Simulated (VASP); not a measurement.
The system is Li5Os3.

```
CELL_PARAMETERS angstrom
0.00000 4.19500 4.19500
4.19500 0.00000 4.19500
4.19500 4.19500 0.00000
ATOMIC_POSITIONS crystal
Li 0.00000 0.00000 0.00000
Li 0.00000 0.50000 0.00000
Li 0.00000 0.50000 0.50000
Li 0.50000 0.00000 0.00000
Li 0.50000 0.00000 0.50000
Os 0.00000 0.00000 0.50000
Os 0.50000 0.50000 0.00000
Os 0.50000 0.50000 0.50000
```

```yaml
Program: VASP 6.6.1
Task: relaxation of volume and atoms at fixed shape
Functional: LDA
Potentials_or_basis: VASP PAW LDA potentials, release 64 (Li_sv, Os)
Cutoff: 750 eV
k_mesh: 5 × 5 × 5
Occupations: fermi-dirac, width 0.05 eV
Spin: no spin polarisation
```

At the start: pressure -21.0 GPa; volume 18.46 Å³/atom.

**Question.** Where does the relaxation end?

**Answer.** Over 5 steps the energy falls by 636.0 meV/atom and the volume is 11.99 Å³/atom (-35.0 %); space group I4/mmm (No. 139, to 0.1 Å) before and after.

The path:
```
step  energy change (eV)  largest force (eV/Å)  pressure (GPa)  volume (Å³)
   1              0.0000                0.0000          -21.01       147.65
   2             -4.9516                0.0000           -6.89       101.73
   3             -5.0879                0.0000           -0.48        96.06
   4             -5.0872                0.0000            0.72        95.17
   5             -5.0882                0.0000           -0.32        95.94
```

Final structure:
```xyz
8
Lattice="0.0000 3.6335 3.6335 3.6335 0.0000 3.6335 3.6335 3.6335 0.0000" Properties=species:S:1:pos:R:3 pbc="T T T"
Li    3.6335    0.0000    3.6335
Li    1.8167    0.0000    1.8167
Li    3.6335    1.8167    1.8167
Li    0.0000    1.8167    1.8167
Li    5.4502    3.6335    5.4502
Os    1.8167    1.8167    0.0000
Os    5.4502    5.4502    3.6335
Os    3.6335    3.6335    3.6335
```

Caveat: the volume moved by over 15 % at a fixed basis, so the end points are rough.
